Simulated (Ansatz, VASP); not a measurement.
# BN in VASP and in Ansatz

POSCAR

```
BN
1.0
    2.4982400000      0.0000000000      0.0000000000
   -1.2491200000      2.1635393048      0.0000000000
    0.0000000000      0.0000000000      6.6357000000
N B
2 2
Direct
    0.6666666667      0.3333333333      0.2500000000
    0.3333333333      0.6666666667      0.7500000000
    0.6666666667      0.3333333333      0.7500000000
    0.3333333333      0.6666666667      0.2500000000
```

Contents of INCAR.step1:

```
SYSTEM = BN
ALGO = Normal
EDIFF = 1E-5
ENCUT = 520
GGA = PE
ISIF = 2
ISMEAR = -1
LASPH = .True.
LCHARG = .False.
LREAL = .False.
LWAVE = .True.
NBANDS = 16
NELM = 80
PREC = Accurate
SIGMA = 0.05
```

The input INCAR.step2:

```
SYSTEM = BN
AEXX = 0.15
ALGO = Normal
EDIFF = 1E-7
ENCUT = 520
ISIF = 2
ISMEAR = -1
ISTART = 1
LASPH = .True.
LCHARG = .False.
LHFCALC = .True.
LMIXTAU = .True.
LREAL = .False.
LWAVE = .False.
METAGGA = R2SCAN
NBANDS = 16
NELM = 80
PREC = Accurate
PRECFOCK = Normal
SIGMA = 0.05
```

KPOINTS

```
k-points
0
Gamma
  7 7 3
  0 0 0
```

File input.yaml:

```yaml
crystal:
  lattice:
    - [2.49824, 0.0, 0.0]
    - [-1.24912, 2.1635393048, 0.0]
    - [0.0, 0.0, 6.6357]
  atoms:
    - { symbol: "N", position: [0.6666666667, 0.3333333333, 0.25] }
    - { symbol: "N", position: [0.3333333333, 0.6666666667, 0.75] }
    - { symbol: B, position: [0.6666666667, 0.3333333333, 0.75] }
    - { symbol: B, position: [0.3333333333, 0.6666666667, 0.25] }
hamiltonian:
  xc: { exchange: r2scan, correlation: r2scan, exx: { coeff: 0.15 } }
  pseudopotentials: { kind: paw }
kpoints:
  mp_grid: { grid: [7, 7, 3] }
scf:
  occupations: { method: fermi_dirac, width: 0.05 }
output:
  forces: true
  stress: true
  eigenvalues: true
```

Alike in both runs: task single point; functional r2SCAN-based global hybrid with a share of 0.15 of exact exchange; k mesh 7 × 7 × 3; occupations fermi-dirac, width 0.05 eV; no spin polarisation.

|  | VASP | Ansatz |
| --- | --- | --- |
| version | VASP 6.6.1 | Ansatz 0.2.0 |
| potentials or method | VASP PAW PBE potentials, release 64 (N, B) | Ansatz PAW |
| plane-wave cutoff (eV) | 520 | 500 |
| valence electrons in the cell | 16 | 16 |

VASP gave:

| Property | Result |
| --- | --- |
| gap on the k mesh at the Fermi level (eV) | 6.26 |
| least direct gap on the mesh (eV) | 6.49 |
| pressure (GPa) | -0.5 |
| traceless stress, the component that is largest in VASP (GPa) | 1.14 |

Task: Estimate Ansatz's values.

Result: gap on the k mesh at the Fermi level (eV): 6.21; least direct gap on the mesh (eV): 6.44; pressure (GPa): -0.9; traceless stress, the component that is largest in VASP (GPa): 1.87.

VASP's potentials were made for PBE, not for r2SCAN-based global hybrid. With one functional, cell and mesh, what is left measures potentials, basis and numerics.

Noted on Ansatz's run: odd divisions of the mesh miss points on the zone boundary, where band edges often lie, so the gap on the mesh can be too wide.
